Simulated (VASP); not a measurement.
# Al2Cu (P4/mmm) in VASP: a series of runs

Al2Cu is run at these levels: LDA; tasks: single point.

Program: VASP 6.6.1. These are calculated values, not measurements. Logs are shortened: lines on timing, memory, paths and dates and some standing lists are left out, and cuts for length are marked.

### 1 The cell of the first run

Symmetry: P4/mmm, No. 123, tetragonal system. The conventional cell has a = 4.231 Å, b = 4.231 Å, c = 3.047 Å, α = 90.00°, β = 90.00°, γ = 90.00°. Al (site symmetry mmm) has 4 Cu at 2.61 Å and 6 Al at 2.99 to 3.05 Å within 3.4 Å. Cu (site symmetry 4/mmm) has 8 Al at 2.61 Å and 2 Cu at 3.05 Å within 3.4 Å.

### 2 Single point, LDA

File INCAR:

```
PREC     = Accurate       # precision mode
ENCUT    = 520            # plane-wave cutoff, eV
EDIFF    = 1E-6           # SCF threshold, eV
ISMEAR   = 0              # smearing method
SIGMA    = 0.15           # smearing width, eV
LREAL    = False          # projectors in reciprocal space
LASPH    = True           # aspherical terms in the spheres
NELM     = 80             # most SCF steps
ALGO     = Fast           # electronic algorithm
ISIF     = 2              # what is computed and relaxed
LWAVE    = False          # write WAVECAR
LCHARG   = False          # write CHGCAR
GGA      = CA             # functional
NBANDS   = 16             # bands
```

File KPOINTS:

```
regular mesh
0
Gamma
  10 10 14
```

File POSCAR:

```
Al2Cu
1.0
    4.2309000000      0.0000000000      0.0000000000
    0.0000000000      4.2309000000      0.0000000000
    0.0000000000      0.0000000000      3.0471000000
Al Cu
2 1
Direct
    0.5000000000      0.0000000000      0.5000000000
    0.0000000000      0.5000000000      0.5000000000
    0.0000000000      0.0000000000      0.0000000000
```

Potentials or basis: VASP PAW LDA potentials, release 64 (Al, Cu).

Started as:

```sh
$ cat potpaw_LDA.64/Al/POTCAR potpaw_LDA.64/Cu/POTCAR > POTCAR
$ mpirun -np 1 vasp_std > vasp.out
```

OUTCAR:

```text
PREC = Accurate
   ENCUT = 520
   EDIFF = 1E-6
   ISMEAR = 0
   LREAL = False
   LASPH = True
   NELM = 80
   ISIF = 2
   GGA = CA

 ion  position               nearest neighbor table
   1  0.500  0.000  0.500-   3 2.61   3 2.61   3 2.61   3 2.61   2 2.99   2 2.99   2 2.99   2 2.99

   2  0.000  0.500  0.500-   3 2.61   3 2.61   3 2.61   3 2.61   1 2.99   1 2.99   1 2.99   1 2.99

   3  0.000  0.000  0.000-   1 2.61   2 2.61   1 2.61   2 2.61   2 2.61   2 2.61   1 2.61   1 2.61

  LATTYP: Found a simple tetragonal cell.
 ALAT       =     4.2309000000
 C/A-ratio  =     0.7202013756

  Lattice vectors:

 A1 = (   4.2309000000,   0.0000000000,   0.0000000000)
 A2 = (   0.0000000000,   4.2309000000,   0.0000000000)
 A3 = (   0.0000000000,   0.0000000000,   3.0471000000)

Analysis of symmetry for initial positions (statically):
=====================================================================
 Subroutine PRICEL returns:
 Original cell was already a primitive cell.

 Routine SETGRP: Setting up the symmetry group for a
 simple tetragonal supercell.

 Subroutine GETGRP returns: Found 16 space group operations
 (whereof 16 operations were pure point group operations)
 out of a pool of 16 trial point group operations.

The static configuration has the point symmetry D_4h.

Analysis of symmetry for dynamics (positions and initial velocities):
=====================================================================
 Subroutine PRICEL returns:
 Original cell was already a primitive cell.

 Routine SETGRP: Setting up the symmetry group for a
 simple tetragonal supercell.

 Subroutine GETGRP returns: Found 16 space group operations
 (whereof 16 operations were pure point group operations)
 out of a pool of 16 trial point group operations.

The dynamic configuration has the point symmetry D_4h.

 Subroutine INISYM returns: Found 16 space group operations
 (whereof 16 operations are pure point group operations),
 and found     1 'primitive' translations

----------------------------------------------------------------------------------------

                                     Primitive cell

  volume of cell :      54.5447

  direct lattice vectors                    reciprocal lattice vectors
     4.230900000  0.000000000  0.000000000     0.236356331  0.000000000  0.000000000
     0.000000000  4.230900000  0.000000000     0.000000000  0.236356331  0.000000000
     0.000000000  0.000000000  3.047100000     0.000000000  0.000000000  0.328180893

  length of vectors
     4.230900000  4.230900000  3.047100000     0.236356331  0.236356331  0.328180893

  position of ions in fractional coordinates (direct lattice)
     0.500000000  0.000000000  0.500000000
     0.000000000  0.500000000  0.500000000
     0.000000000  0.000000000  0.000000000

  ion indices of the primitive-cell ions
   primitive index   ion index
                 1           1
                 2           2
                 3           3

----------------------------------------------------------------------------------------

 KPOINTS: regular mesh

Automatic generation of k-mesh.
 Grid dimensions read from file:
 generate k-points for:   10   10   14

 Generating k-lattice:

  Cartesian coordinates                     Fractional coordinates (reciprocal lattice)
     0.023635633  0.000000000  0.000000000     0.100000000  0.000000000  0.000000000
     0.000000000  0.023635633  0.000000000     0.000000000  0.100000000  0.000000000
     0.000000000  0.000000000  0.023441492     0.000000000  0.000000000  0.071428571

  Length of vectors
     0.023635633  0.023635633  0.023441492

  Shift w.r.t. Gamma in fractional coordinates (k-lattice)
     0.000000000  0.000000000  0.000000000

 Subroutine IBZKPT returns following result:
 ===========================================

 Found    168 irreducible k-points:

 Following reciprocal coordinates:
            Coordinates               Weight
  0.000000  0.000000  0.000000      1.000000
  0.100000  0.000000  0.000000      4.000000
  0.200000  0.000000  0.000000      4.000000
  0.300000  0.000000  0.000000      4.000000
  0.400000  0.000000  0.000000      4.000000
  0.500000  0.000000  0.000000      2.000000
[... 16 lines left out ...]
  0.100000  0.000000  0.071429      8.000000
  0.200000  0.000000  0.071429      8.000000
 [... further k-points ...]
   k-points           NKPTS =    168   k-points in BZ     NKDIM =    168   number of bands    NBANDS=     16
   number of dos      NEDOS =    301   number of ions     NIONS =      3
   total plane-waves  NPLWV =  24576
   dimension x,y,z NGX =    32 NGY =   32 NGZ =   24
   dimension x,y,z NGXF=    64 NGYF=   64 NGZF=   48
   ions per type =               2   1
   NGX,Y,Z   is equivalent  to a cutoff of  12.57, 12.57, 13.09 a.u.
   NGXF,Y,Z  is equivalent  to a cutoff of  25.15, 25.15, 26.19 a.u.
 SYSTEM =  unknown system
   PREC   = accura    normal or accurate (medium, high low for compatibility)
   ISTART =      0    job   : 0-new  1-cont  2-samecut
   ICHARG =      2    charge: 1-file 2-atom 10-const
   ISPIN  =      1    spin polarized calculation?
   LNONCOLLINEAR =      F non collinear calculations
   LSORBIT =      F    spin-orbit coupling
   LASPH  =      T    aspherical Exc in radial PAW
   ENCUT  =  520.0 eV  38.22 Ry    6.18 a.u.   7.87  7.87  5.67*2*pi/ulx,y,z
   NELM   =     80;   NELMIN=  2; NELMDL= -5     # of ELM steps
   EDIFF  = 0.1E-05   stopping-criterion for ELM
   LREAL  =      F    real-space projection
   EDIFFG = 0.1E-04   stopping-criterion for IOM
   NSW    =      0    number of steps for IOM
   IBRION =     -1    ionic relax: 0-MD 1-quasi-New 2-CG
   NFREE  =      0    steps in history (QN), initial steepest desc. (CG)
   ISIF   =      2    stress and relaxation
   ISYM   =      2    0-nonsym 1-usesym 2-fastsym
   POTIM  = 0.5000    time-step for ionic-motion
   TEBEG  =    0.0;   TEEND  =   0.0 temperature during run
   PSTRESS=    0.0 pullay stress
   NELECT =      17.0000    total number of electrons
   NUPDOWN=      -1.0000    fix difference up-down
   EMIN   =  10.00;   EMAX   =-10.00  energy-range for DOS
   EFERMI =   0.00;   METHOD = LEGACY
   ISMEAR =     0;   SIGMA  =   0.15  broadening in eV -4-tet -1-fermi 0-gaus
   EFERMI_NEDOS =   21; number of points for ismear=-14 and -15
   IALGO  =     68    algorithm
   IMIX   =      4    mixing-type and parameters
     AMIX     =   0.40;   BMIX     =  1.00
     AMIX_MAG =   1.60;   BMIX_MAG =  1.00
  volume/ion in A,a.u.               =      18.18       122.70
  Fermi-wavevector in a.u.,A,eV,Ry     =   1.109959  2.097519 16.762509  1.232010
  Thomas-Fermi vector in A             =   2.246505
   LORBIT       =      0    0 simple, 1 ext, 2 COOP (PROOUT), +10 PAW based schemes
   GGA     = CA    functional components
   LHFCALC =     F    Hartree Fock is set to
   AEXX    =    0.0000 exact exchange contribution
   IVDW    =     0    specifies the selected vdW correction
   LEPSILON=     F    determine dielectric tensor
   LRPA    =     F    only Hartree local field effects (RPA)
 non-spin polarized calculation
 RMM-DIIS sequential band-by-band and
 Gauss-broadening in eV      SIGMA  =   0.15
  energy-cutoff  :      520.00
  volume of cell :       54.54
 maximum number of plane-waves:      1496
 NGX is ok and might be reduce to    32
   NGX = 15   NGY = 15   NGZ = 11

 number of electron      17.0000013 magnetization

 Free energy of the ion-electron system (eV)
  ---------------------------------------------------
  ext. energy  EPLUGINS =         0.00000000
  ---------------------------------------------------
  free energy    TOTEN  =       -12.87271914 eV

  energy without entropy =      -12.85931457  energy(sigma->0) =      -12.86601685

 E-fermi :   5.7461     XC(G=0): -10.1258

 val. band max:        5.7345598459   @ k =   0.2000   0.2000   0.5000
 cond. band min:       5.7735243031   @ k =   0.4000   0.3000   0.4286
 fundamental gap:      0.0389644572
 Fermi energy:         5.7461066741

 k-point     1 :       0.0000    0.0000    0.0000
  band No.  band energies     occupation
      1      -3.9256      2.00000
      2       0.9123      2.00000
      3       1.4805      2.00000
      4       2.0030      2.00000
      5       2.1059      2.00000
      6       2.1059      2.00000
[... 8 lines left out ...]
     15      12.8323      0.00000
     16      16.4187      0.00000

 k-point     2 :       0.1000    0.0000    0.0000
  band No.  band energies     occupation
      1      -3.8467      2.00000
      2       0.8627      2.00000
      3       1.4633      2.00000
      4       1.9827      2.00000
      5       2.1021      2.00000
      6       2.1063      2.00000
[... 8 lines left out ...]
     15      13.9060      0.00000
     16      16.1927      0.00000

 k-point     3 :       0.2000    0.0000    0.0000
  band No.  band energies     occupation
      1      -3.6129      2.00000
      2       0.6030      2.00000
      3       1.4166      2.00000
      4       1.9345      2.00000
      5       2.0923      2.00000
      6       2.1074      2.00000
[... 8 lines left out ...]
     15      15.5415      0.00000
     16      15.5917      0.00000

 k-point     4 :       0.3000    0.0000    0.0000
  band No.  band energies     occupation
      1      -3.2374      2.00000
      2      -0.0314      2.00000
      3       1.3858      2.00000
      4       1.8825      2.00000
      5       2.0651      2.00000
      6       2.0803      2.00000
[... 8 lines left out ...]
     15      14.8184      0.00000
     16      17.0932      0.00000

 k-point     5 :       0.4000    0.0000    0.0000
  band No.  band energies     occupation
      1      -2.7682      2.00000
      2      -0.7915      2.00000
      3       1.3859      2.00000
      4       1.8452      2.00000
      5       1.9608      2.00000
      6       2.0706      2.00000
[... 8 lines left out ...]
     15      14.4021      0.00000
     16      16.2379      0.00000

 k-point     6 :       0.5000    0.0000    0.0000
  band No.  band energies     occupation
      1      -2.4623      2.00000
      2      -1.2111      2.00000
      3       1.3896      2.00000
      4       1.8319      2.00000
      5       1.9401      2.00000
      6       2.0669      2.00000
[... 8 lines left out ...]
     15      14.3525      0.00000
     16      15.6451      0.00000
[... 267 lines left out ...]
 k-point    21 :       0.5000    0.5000    0.0000
  band No.  band energies     occupation
      1      -0.6651      2.00000
      2      -0.1853      2.00000
      3      -0.1853      2.00000
      4       1.0634      2.00000
      5       1.8831      2.00000
      6       2.0561      2.00000
[... 8 lines left out ...]
     15      14.9058      0.00000
     16      15.1131      0.00000

 k-point    22 :       0.0000    0.0000    0.0714
  band No.  band energies     occupation
      1      -3.8431      2.00000
      2       0.9419      2.00000
      3       1.5075      2.00000
      4       2.0094      2.00000
      5       2.0361      2.00000
      6       2.0361      2.00000
[... 8 lines left out ...]
     15      13.6856      0.00000
     16      15.7226      0.00000

 k-point    23 :       0.1000    0.0000    0.0714
  band No.  band energies     occupation
      1      -3.7643      2.00000
      2       0.8935      2.00000
      3       1.4911      2.00000
      4       1.9856      2.00000
      5       2.0268      2.00000
      6       2.0432      2.00000
[... 8 lines left out ...]
     15      14.0322      0.00000
     16      15.3864      0.00000

 k-point    24 :       0.2000    0.0000    0.0714
  band No.  band energies     occupation
      1      -3.5308      2.00000
      2       0.6416      2.00000
      3       1.4449      2.00000
      4       1.9387      2.00000
      5       1.9992      2.00000
      6       2.0496      2.00000
[... 8 lines left out ...]
     15      14.7243      0.00000
     16      15.5881      0.00000

 [... further k-points ...]
[... 5 lines left out ...]
  --------------------------------------------------------------------------------------
  -------------------------------------------------------------------------------------
  Total       -3.6286590     -3.6286590     -4.3641475      0.0000000     -0.0000000      0.0000000
  in kB     -106.5870660   -106.5870660   -128.1910691      0.0000000     -0.0000000      0.0000000
  external PRESSURE =    -113.7884004 kB  Pullay stress =       0.0000000 kB

 VOLUME and BASIS-vectors are now :
 -----------------------------------------------------------------------------
  energy-cutoff  :      520.00
  volume of cell :       54.54
      direct lattice vectors                 reciprocal lattice vectors
     4.230900000  0.000000000  0.000000000     0.236356331  0.000000000  0.000000000
     0.000000000  4.230900000  0.000000000     0.000000000  0.236356331  0.000000000
     0.000000000  0.000000000  3.047100000     0.000000000  0.000000000  0.328180893

 POSITION                                       TOTAL-FORCE (eV/Angst)
 -----------------------------------------------------------------------------------
      2.11545      0.00000      1.52355         0.000000      0.000000      0.000000
      0.00000      2.11545      1.52355         0.000000      0.000000      0.000000
      0.00000      0.00000      0.00000         0.000000      0.000000      0.000000
 -----------------------------------------------------------------------------------
    total drift:                               -0.000000     -0.000000      0.000000

  FREE ENERGIE OF THE ION-ELECTRON SYSTEM (eV)
  ---------------------------------------------------
  free  energy   TOTEN  =       -12.8727191394 eV

  energy  without entropy=      -12.8593145689  energy(sigma->0) =      -12.86601685
```

Run time: 50 s. Hardware: 1 thread of Intel Xeon 6975P-C (Granite Rapids), shared host; peak memory 0.24 GiB.

What came out:

```
Free energy : -12.8727 eV
Pressure    : -11.4 GPa
```

### 3 Single point, LDA

This run uses another cell than the first one, of 18.53 Å³/atom, 1.019 times its volume.

File INCAR:

```
SYSTEM = Al2Cu
PREC = Accurate ; ENCUT = 520
EDIFF = 1E-6 ; ISMEAR = 0
SIGMA = 0.15 ; LREAL = .FALSE.
LASPH = .TRUE. ; NELM = 60
ALGO = Fast ; ISIF = 2
LWAVE = .FALSE. ; LCHARG = .FALSE.
GGA = CA ; NBANDS = 16
```

File KPOINTS:

```
regular mesh
0
G
  10 10 14
  0 0 0
```

File POSCAR:

```
Al2Cu
1.0
    4.3252000000      0.0000000000      0.0000000000
    0.0000000000      4.3252000000      0.0000000000
    0.0000000000      0.0000000000      2.9719000000
Al Cu
2 1
Direct
    0.5000000000      0.0000000000      0.5000000000
    0.0000000000      0.5000000000      0.5000000000
    0.0000000000      0.0000000000      0.0000000000
```

Potentials or basis: VASP PAW LDA potentials, release 64 (Al, Cu).

Started as:

```sh
$ cat potpaw_LDA.64/Al/POTCAR potpaw_LDA.64/Cu/POTCAR > POTCAR
$ mpirun -np 1 vasp_std > vasp.out
```

OUTCAR:

```text
SYSTEM = Al2Cu
   PREC = Accurate
   ENCUT = 520
   EDIFF = 1E-6
   ISMEAR = 0
   LREAL = .FALSE.
   LASPH = .TRUE.
   NELM = 60
   ISIF = 2
   GGA = CA

 ion  position               nearest neighbor table
   1  0.500  0.000  0.500-   3 2.62   3 2.62   3 2.62   3 2.62   2 3.06   2 3.06   2 3.06   2 3.06

   2  0.000  0.500  0.500-   3 2.62   3 2.62   3 2.62   3 2.62   1 3.06   1 3.06   1 3.06   1 3.06

   3  0.000  0.000  0.000-   1 2.62   2 2.62   1 2.62   2 2.62   2 2.62   2 2.62   1 2.62   1 2.62

  LATTYP: Found a simple tetragonal cell.
 ALAT       =     4.3252000000
 C/A-ratio  =     0.6871127347

  Lattice vectors:

 A1 = (   4.3252000000,   0.0000000000,   0.0000000000)
 A2 = (   0.0000000000,   4.3252000000,   0.0000000000)
 A3 = (   0.0000000000,   0.0000000000,   2.9719000000)

Analysis of symmetry for initial positions (statically):
=====================================================================
 Subroutine PRICEL returns:
 Original cell was already a primitive cell.

[... 166 lines left out ...]
  ext. energy  EPLUGINS =         0.00000000
  ---------------------------------------------------
  free energy    TOTEN  =       -12.80568252 eV

  energy without entropy =      -12.79273760  energy(sigma->0) =      -12.79921006

 E-fermi :   5.6436     XC(G=0): -10.0452

 val. band max:        5.6299404289   @ k =   0.5000   0.2000   0.3571
 cond. band min:       5.6479721501   @ k =   0.3000   0.3000   0.2857
 fundamental gap:      0.0180317212
 Fermi energy:         5.6435815213

 k-point     1 :       0.0000    0.0000    0.0000
  band No.  band energies     occupation
      1      -3.9902      2.00000
      2       0.6827      2.00000
      3       1.3472      2.00000
      4       1.8666      2.00000
      5       2.0509      2.00000
      6       2.0509      2.00000
[... 433 lines left out ...]
      3       1.3110      2.00000
      4       1.8049      2.00000
      5       1.9155      2.00000
      6       1.9825      2.00000
[... 8 lines left out ...]
     15      14.9103      0.00000
     16      14.9532      0.00000

 [... further k-points ...]
[... 5 lines left out ...]
  --------------------------------------------------------------------------------------
  -------------------------------------------------------------------------------------
  Total       -4.2129440     -4.2129440     -4.2693098      0.0000000     -0.0000000      0.0000000
  in kB     -121.4086674   -121.4086674   -123.0330163      0.0000000     -0.0000000      0.0000000
  external PRESSURE =    -121.9501170 kB  Pullay stress =       0.0000000 kB

 VOLUME and BASIS-vectors are now :
 -----------------------------------------------------------------------------
  energy-cutoff  :      520.00
  volume of cell :       55.60
      direct lattice vectors                 reciprocal lattice vectors
     4.325200000  0.000000000  0.000000000     0.231203181  0.000000000  0.000000000
     0.000000000  4.325200000  0.000000000     0.000000000  0.231203181  0.000000000
     0.000000000  0.000000000  2.971900000     0.000000000  0.000000000  0.336485077

 POSITION                                       TOTAL-FORCE (eV/Angst)
 -----------------------------------------------------------------------------------
      2.16260      0.00000      1.48595         0.000000      0.000000      0.000000
      0.00000      2.16260      1.48595         0.000000      0.000000      0.000000
      0.00000      0.00000      0.00000         0.000000      0.000000      0.000000
 -----------------------------------------------------------------------------------
    total drift:                               -0.000000     -0.000000      0.000000

  FREE ENERGIE OF THE ION-ELECTRON SYSTEM (eV)
  ---------------------------------------------------
  free  energy   TOTEN  =       -12.8056825182 eV

  energy  without entropy=      -12.7927375957  energy(sigma->0) =      -12.79921006
```

It took 56 s on 1 thread of Intel Xeon 6975P-C (Granite Rapids), shared host; peak memory 0.25 GiB.

What came out:

```yaml
Free_energy: -12.8057 eV
Pressure: -12.2 GPa
```
